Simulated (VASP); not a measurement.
Runs of VASP 6.6.1 on Mo. The structure is cubic, space group Im-3m (No. 229). The conventional cell has a = 3.147 Å, b = 3.147 Å, c = 3.147 Å, α = 90.00°, β = 90.00°, γ = 90.00°. Within 3.6 Å of Mo (site symmetry m-3m) lie 14 Mo at 2.73 to 3.15 Å. 

```tsv
spin	fixed moment (μB)	pressure (GPa)	moment (μB)
collinear, ferromagnetic start	0.5	5.4	0.50
collinear, ferromagnetic start	0.1	4.3	0.10
collinear, zero start	0.0	4.2	0.00
collinear, ferromagnetic start	1.0	(a)	1.00
collinear, ferromagnetic start	0.2	4.3	0.20
```

Alike in all rows: task single point; level PBE; potentials or basis VASP PAW PBE potentials, release 64 (Mo_sv); cell as given; k mesh 17 × 17 × 17; cutoff (eV) 520; smearing fermi-dirac 0.05 eV.

Estimate the missing entries.

(a) 9.7.

Caveats: the total moment is fixed, so each spin has its own Fermi level.
